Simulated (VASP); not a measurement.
# Sb (P2_1/m) in VASP: further runs, part 3 of 3

VASP 6.6.1. The steps go on from the part before.

### 4 Single point, PBE

INCAR

```
SYSTEM = Sb
PREC = Accurate ; ENCUT = 500
EDIFF = 1E-6 ; ISMEAR = 0
SIGMA = 0.1 ; LREAL = .False.
LASPH = .True. ; NELM = 120
ALGO = Normal ; ISIF = 2
LWAVE = .False. ; LCHARG = .True.
GGA = PE ; LELF = .True.
LVHAR = .True. ; NBANDS = 12
GGA_COMPAT = .False.
```

KPOINTS

```
regular mesh
0
Gamma
  6 4 4
  0 0 0
```

POSCAR

```
Sb
1.0
    3.1224020000      0.0000000000      0.0000000000
    0.0000000000      4.3475180000      0.0000000000
   -0.0389150000      0.0000000000      4.4058520000
Sb
2
Direct
    1.4296110000      0.9020000000      1.6568340000
    0.4523890000      0.4020000000      1.1391660000
```

Potentials or basis: VASP PAW PBE potentials, release 64 (Sb).

The run is started by

```bash
$ cat potpaw_PBE.64/Sb/POTCAR > POTCAR
$ mpirun -np 1 vasp_std > vasp.out
```

OUTCAR:

```text
SYSTEM = Sb
   PREC = Accurate
   ENCUT = 500
   EDIFF = 1E-6
   ISMEAR = 0
   LREAL = .False.
   LASPH = .True.
   NELM = 120
   ISIF = 2
   GGA = PE

 ion  position               nearest neighbor table
   1  0.430  0.902  0.657-   2 3.04   2 3.04   2 3.15   2 3.15
   2  0.452  0.402  0.139-   1 3.04   1 3.04   1 3.15   1 3.15

  LATTYP: Found a simple monoclinic cell.
 ALAT       =     3.1224020000
 B/A-ratio  =     1.3923633152
 C/A-ratio  =     1.4111007668
 COS(beta)  =    -0.0088322263

  Lattice vectors:

 A1 = (   3.1224020000,   0.0000000000,   0.0000000000)
 A2 = (   0.0000000000,   4.3475180000,   0.0000000000)
 A3 = (  -0.0389150000,   0.0000000000,   4.4058520000)

Analysis of symmetry for initial positions (statically):
=====================================================================
 Subroutine PRICEL returns:
 Original cell was already a primitive cell.

 Routine SETGRP: Setting up the symmetry group for a
 simple monoclinic supercell.

 Subroutine GETGRP returns: Found  4 space group operations
 (whereof  1 operations were pure point group operations)
 out of a pool of  4 trial point group operations.

The static configuration has the point symmetry C_1 .
 The point group associated with its full space group is C_2h.

Analysis of symmetry for dynamics (positions and initial velocities):
=====================================================================
 Subroutine PRICEL returns:
 Original cell was already a primitive cell.

 Routine SETGRP: Setting up the symmetry group for a
 simple monoclinic supercell.

 Subroutine GETGRP returns: Found  4 space group operations
 (whereof  1 operations were pure point group operations)
 out of a pool of  4 trial point group operations.

The dynamic configuration has the point symmetry C_1 .
 The point group associated with its full space group is C_2h.

 Subroutine INISYM returns: Found  4 space group operations
 (whereof  1 operations are pure point group operations),
 and found     1 'primitive' translations

----------------------------------------------------------------------------------------

                                     Primitive cell

  volume of cell :      59.8081

  direct lattice vectors                    reciprocal lattice vectors
     3.122402000  0.000000000  0.000000000     0.320266257  0.000000000  0.002828774
     0.000000000  4.347518000  0.000000000     0.000000000  0.230016299  0.000000000
    -0.038915000  0.000000000  4.405852000     0.000000000  0.000000000  0.226970856

  length of vectors
     3.122402000  4.347518000  4.406023856     0.320278749  0.230016299  0.226970856

  position of ions in fractional coordinates (direct lattice)
     0.429611000  0.902000000  0.656834000
     0.452389000  0.402000000  0.139166000

  ion indices of the primitive-cell ions
   primitive index   ion index
                 1           1
                 2           2

----------------------------------------------------------------------------------------

 KPOINTS: regular mesh

Automatic generation of k-mesh.
 Grid dimensions read from file:
 generate k-points for:    6    4    4

 Generating k-lattice:

  Cartesian coordinates                     Fractional coordinates (reciprocal lattice)
     0.053377709  0.000000000  0.000471462     0.166666667  0.000000000  0.000000000
     0.000000000  0.057504075  0.000000000     0.000000000  0.250000000  0.000000000
     0.000000000  0.000000000  0.056742714     0.000000000  0.000000000  0.250000000

  Length of vectors
     0.053379791  0.057504075  0.056742714

  Shift w.r.t. Gamma in fractional coordinates (k-lattice)
     0.000000000  0.000000000  0.000000000

 Subroutine IBZKPT returns following result:
 ===========================================

 Found     42 irreducible k-points:

 Following reciprocal coordinates:
            Coordinates               Weight
  0.000000  0.000000  0.000000      1.000000
  0.166667  0.000000  0.000000      2.000000
  0.333333  0.000000  0.000000      2.000000
  0.500000  0.000000  0.000000      1.000000
  0.000000  0.250000  0.000000      2.000000
  0.166667  0.250000  0.000000      4.000000
[... 16 lines left out ...]
 -0.333333  0.250000  0.250000      4.000000
 -0.166667  0.250000  0.250000      4.000000
 [... further k-points ...]
   k-points           NKPTS =     42   k-points in BZ     NKDIM =     42   number of bands    NBANDS=     12
   number of dos      NEDOS =    301   number of ions     NIONS =      2
   total plane-waves  NPLWV =  24576
   dimension x,y,z NGX =    24 NGY =   32 NGZ =   32
   dimension x,y,z NGXF=    48 NGYF=   64 NGZF=   64
   ions per type =               2
   NGX,Y,Z   is equivalent  to a cutoff of  12.78, 12.24, 12.07 a.u.
   NGXF,Y,Z  is equivalent  to a cutoff of  25.56, 24.47, 24.15 a.u.
 SYSTEM =  Sb
   PREC   = accura    normal or accurate (medium, high low for compatibility)
   ISTART =      0    job   : 0-new  1-cont  2-samecut
   ICHARG =      2    charge: 1-file 2-atom 10-const
   ISPIN  =      1    spin polarized calculation?
   LNONCOLLINEAR =      F non collinear calculations
   LSORBIT =      F    spin-orbit coupling
   LASPH  =      T    aspherical Exc in radial PAW
   ENCUT  =  500.0 eV  36.75 Ry    6.06 a.u.   5.69  7.93  8.03*2*pi/ulx,y,z
   NELM   =    120;   NELMIN=  2; NELMDL= -5     # of ELM steps
   EDIFF  = 0.1E-05   stopping-criterion for ELM
   LREAL  =      F    real-space projection
   EDIFFG = 0.1E-04   stopping-criterion for IOM
   NSW    =      0    number of steps for IOM
   IBRION =     -1    ionic relax: 0-MD 1-quasi-New 2-CG
   NFREE  =      0    steps in history (QN), initial steepest desc. (CG)
   ISIF   =      2    stress and relaxation
   ISYM   =      2    0-nonsym 1-usesym 2-fastsym
   POTIM  = 0.5000    time-step for ionic-motion
   TEBEG  =    0.0;   TEEND  =   0.0 temperature during run
   PSTRESS=    0.0 pullay stress
   NELECT =      10.0000    total number of electrons
   NUPDOWN=      -1.0000    fix difference up-down
   EMIN   =  10.00;   EMAX   =-10.00  energy-range for DOS
   EFERMI =   0.00;   METHOD = LEGACY
   ISMEAR =     0;   SIGMA  =   0.10  broadening in eV -4-tet -1-fermi 0-gaus
   EFERMI_NEDOS =   21; number of points for ismear=-14 and -15
   IALGO  =     38    algorithm
   IMIX   =      4    mixing-type and parameters
     AMIX     =   0.40;   BMIX     =  1.00
     AMIX_MAG =   1.60;   BMIX_MAG =  1.00
  volume/ion in A,a.u.               =      29.90       201.80
  Fermi-wavevector in a.u.,A,eV,Ry     =   0.901893  1.704330 11.067117  0.813410
  Thomas-Fermi vector in A             =   2.025029
   LORBIT       =      0    0 simple, 1 ext, 2 COOP (PROOUT), +10 PAW based schemes
   GGA     = PE    functional components
   LHFCALC =     F    Hartree Fock is set to
   AEXX    =    0.0000 exact exchange contribution
   IVDW    =     0    specifies the selected vdW correction
   LEPSILON=     F    determine dielectric tensor
   LRPA    =     F    only Hartree local field effects (RPA)
 non-spin polarized calculation
 Gauss-broadening in eV      SIGMA  =   0.10
  energy-cutoff  :      500.00
  volume of cell :       59.81
 maximum number of plane-waves:      1536
   NGX = 11   NGY = 15   NGZ = 17

 number of electron      10.0000000 magnetization

 Free energy of the ion-electron system (eV)
  ---------------------------------------------------
  ext. energy  EPLUGINS =         0.00000000
  ---------------------------------------------------
  free energy    TOTEN  =        -8.21056121 eV

  energy without entropy =       -8.20649805  energy(sigma->0) =       -8.20852963

 E-fermi :   7.0398     XC(G=0):  -9.6125

 val. band max:        7.0158301627   @ k =   0.1667   0.0000   0.0000
 cond. band min:       7.2898645232   @ k =   0.5000   0.2500   0.2500
 fundamental gap:      0.2740343605
 Fermi energy:         7.0398305867

 k-point     1 :       0.0000    0.0000    0.0000
  band No.  band energies     occupation
      1      -5.2700      2.00000
      2      -0.2044      2.00000
      3       3.5360      2.00000
      4       3.6658      2.00000
      5       9.2345      0.00000
      6      10.2033      0.00000
      7      10.4279      0.00000
      8      10.5642      0.00000
      9      13.8005      0.00000
     10      14.0950      0.00000
     11      14.4156      0.00000
     12      15.3806      0.00000
[... 331 lines left out ...]
 k-point    24 :      -0.1667    0.2500    0.2500
  band No.  band energies     occupation
      1      -4.0026      2.00000
      2      -1.4948      2.00000
      3       2.7254      2.00000
      4       5.5523      2.00000
      5       7.6930      0.00000
      6       7.9302      0.00000
      7      10.1493      0.00000
      8      11.6412      0.00000
      9      12.6410      0.00000
     10      14.9135      0.00000
     11      15.4992      0.00000
     12      16.9284      0.00000

 [... further k-points ...]
[... 5 lines left out ...]
  --------------------------------------------------------------------------------------
  -------------------------------------------------------------------------------------
  Total       -1.2274325      1.1122391      0.9750557      0.0000000      0.0000000      0.0136373
  in kB      -32.8812333     29.7953599     26.1204037      0.0000000      0.0000000      0.3653247
  external PRESSURE =       7.6781768 kB  Pullay stress =       0.0000000 kB

 VOLUME and BASIS-vectors are now :
 -----------------------------------------------------------------------------
  energy-cutoff  :      500.00
  volume of cell :       59.81
      direct lattice vectors                 reciprocal lattice vectors
     3.122402000  0.000000000  0.000000000     0.320266257  0.000000000  0.002828774
     0.000000000  4.347518000  0.000000000     0.000000000  0.230016299  0.000000000
    -0.038915000  0.000000000  4.405852000     0.000000000  0.000000000  0.226970856

 POSITION                                       TOTAL-FORCE (eV/Angst)
 -----------------------------------------------------------------------------------
      1.31586      3.92146      2.89391         0.029696      0.000000     -0.064622
      1.40712      1.74770      0.61314        -0.029696      0.000000      0.064622
 -----------------------------------------------------------------------------------
    total drift:                               -0.000002      0.000001      0.000001

  FREE ENERGIE OF THE ION-ELECTRON SYSTEM (eV)
  ---------------------------------------------------
  free  energy   TOTEN  =        -8.2105612135 eV

  energy  without entropy=       -8.2064980529  energy(sigma->0) =       -8.20852963
```

stdout:

```text
POSCAR found type information on POSCAR Sb
 POSCAR found :  1 types and       2 ions
 scaLAPACK will be used
 LDA part: xc-table for (Slater+PW92), standard interpolation
 POSCAR, INCAR and KPOINTS ok, starting setup
 FFT: planning ... GRIDC
 FFT: planning ... GRID_SOFT
 FFT: planning ... GRID
 WAVECAR not read
 entering main loop
```

Wall time 11 s (1 thread of Intel Xeon 6975P-C, shared host); peak memory 0.17 GiB.

What came out:

| Quantity | Value |
| --- | --- |
| Free energy | -8.2106 eV |
| Pressure | 0.8 GPa |
| Largest force | 0.071 eV/Å |
| Band gap on the k mesh | zero (band 5 reaches 12.22 eV, above the bottom of band 6 at 3.63 eV) |

Forces on the atoms (eV/Å):
```
Sb   0.030  0.000 -0.065
Sb  -0.030  0.000  0.065
```

Stress tensor (GPa, compression positive):
```
-3.29  0.00  0.04
 0.00  2.98  0.00
 0.04  0.00  2.61
```

Levels at points of the mesh, in eV from the Fermi level:
| k point | band 1 | band 2 | band 3 | band 4 | band 5 | band 6 | band 7 | band 8 | band 9 | band 10 |
| --- | --- | --- | --- | --- | --- | --- | --- | --- | --- | --- |
| (0.00, 0.00, 0.00) | -12.31 | -7.24 | -3.50 | -3.37 | 2.19 | 3.16 | 3.39 | 3.52 | 6.76 | 7.06 |
| (0.50, 0.00, 0.00) | -9.97 | -5.51 | -4.45 | -1.65 | -1.52 | -1.45 | 4.61 | 4.90 | 4.91 | 5.42 |
| (0.00, 0.50, 0.00) | -10.51 | -10.51 | -1.36 | -1.36 | -0.78 | -0.78 | 4.85 | 4.85 | 8.24 | 8.24 |
| (0.50, 0.50, 0.00) | -8.13 | -8.13 | -3.84 | -3.84 | 0.59 | 0.59 | 1.58 | 1.58 | 5.64 | 5.64 |
| (0.00, 0.00, 0.50) | -10.76 | -10.33 | -1.46 | -0.93 | -0.80 | -0.65 | 4.63 | 5.01 | 7.91 | 8.09 |
| (0.50, 0.00, 0.50) | -8.40 | -7.93 | -4.02 | -3.71 | 0.44 | 1.02 | 1.60 | 1.70 | 5.60 | 5.90 |
| (0.00, 0.50, 0.50) | -9.86 | -9.86 | -5.49 | -5.49 | 5.18 | 5.18 | 5.44 | 5.44 | 9.03 | 9.03 |
| (0.50, 0.50, 0.50) | -7.38 | -7.38 | -3.51 | -3.51 | -3.41 | -3.41 | 2.24 | 2.24 | 7.44 | 7.44 |

Caveat: the k points lie up to 0.36 Å⁻¹ apart; spin-orbit coupling is left out, which moves the levels of the heavy elements.

### 5 Single point, PBE

INCAR

```
PREC = Accurate ; ENCUT = 500
EDIFF = 1E-6 ; ISMEAR = 1
SIGMA = 0.13605693122994 ; LREAL = F
LASPH = T ; NELM = 120
ALGO = Normal ; ISIF = 2
LWAVE = F ; LCHARG = F
GGA = PE ; NBANDS = 12
GGA_COMPAT = F
```

KPOINTS

```
regular mesh
0
Gamma
  6 4 4
```

POSCAR

```
Sb
1.0
    3.1224020000      0.0000000000      0.0000000000
    0.0000000000      4.3475180000      0.0000000000
   -0.0389150000      0.0000000000      4.4058520000
Sb
2
Direct
    0.9886110000      0.7500000000      0.7588340000
    0.0113890000      0.2500000000      0.2411660000
```

The run is started by

```bash
$ cat potpaw_PBE.64/Sb/POTCAR > POTCAR
$ mpirun -np 1 vasp_std > vasp.out
```

Wall time 10 s (1 thread of Intel Xeon 6975P-C, shared host); peak memory 0.17 GiB.

It converged, with:

| Property | Result |
| --- | --- |
| Free energy | -8.2084 eV |
| Pressure | 0.8 GPa |
| Largest force | 0.069 eV/Å |
| Band gap on the k mesh | zero (band 5 reaches 12.22 eV, above the bottom of band 6 at 3.63 eV) |

Forces on the atoms (eV/Å):
```
Sb   0.029  0.000 -0.063
Sb  -0.029  0.000  0.063
```

Stress tensor (GPa, compression positive):
```
-3.36  0.00  0.02
 0.00  3.09  0.00
 0.02  0.00  2.64
```

Levels at points of the mesh, in eV from the Fermi level:
| k point | band 1 | band 2 | band 3 | band 4 | band 5 | band 6 | band 7 | band 8 | band 9 | band 10 |
| --- | --- | --- | --- | --- | --- | --- | --- | --- | --- | --- |
| (0.00, 0.00, 0.00) | -12.30 | -7.23 | -3.49 | -3.36 | 2.21 | 3.18 | 3.40 | 3.54 | 6.77 | 7.07 |
| (0.50, 0.00, 0.00) | -9.96 | -5.49 | -4.44 | -1.64 | -1.51 | -1.44 | 4.62 | 4.91 | 4.92 | 5.43 |
| (0.00, 0.50, 0.00) | -10.50 | -10.50 | -1.35 | -1.35 | -0.76 | -0.76 | 4.86 | 4.86 | 8.25 | 8.25 |
| (0.50, 0.50, 0.00) | -8.12 | -8.12 | -3.82 | -3.82 | 0.60 | 0.60 | 1.59 | 1.59 | 5.65 | 5.65 |
| (0.00, 0.00, 0.50) | -10.74 | -10.32 | -1.44 | -0.91 | -0.79 | -0.64 | 4.65 | 5.03 | 7.92 | 8.10 |
| (0.50, 0.00, 0.50) | -8.38 | -7.92 | -4.00 | -3.69 | 0.45 | 1.04 | 1.62 | 1.71 | 5.61 | 5.91 |
| (0.00, 0.50, 0.50) | -9.85 | -9.85 | -5.48 | -5.48 | 5.20 | 5.20 | 5.46 | 5.46 | 9.05 | 9.05 |
| (0.50, 0.50, 0.50) | -7.37 | -7.37 | -3.50 | -3.50 | -3.39 | -3.39 | 2.25 | 2.25 | 7.45 | 7.45 |

Caveat: the k points lie up to 0.36 Å⁻¹ apart; spin-orbit coupling is left out, which moves the levels of the heavy elements.

### 6 The runs side by side

```csv
level,smearing,gap on the mesh (eV),pressure (GPa),largest force (eV/Å)
PBE+D3(BJ),methfessel-paxton 0.074 eV,none,-1.8,0.08
PBE,gaussian 0.1 eV,none,0.8,0.07
PBE,methfessel-paxton 0.136057 eV,none,0.8,0.07
```

Alike in all rows: task single point; potentials or basis VASP PAW PBE potentials, release 64 (Sb); no spin polarisation; cell as given; k mesh 6 × 4 × 4; cutoff (eV) 500.

Caveats: all runs use coarse meshes; spin-orbit coupling is left out, which moves the levels of the heavy elements; pairwise dispersion overbinds metals, which lowers pressure and volume (some runs).

Absolute energies hang on the potentials; compare differences alone.
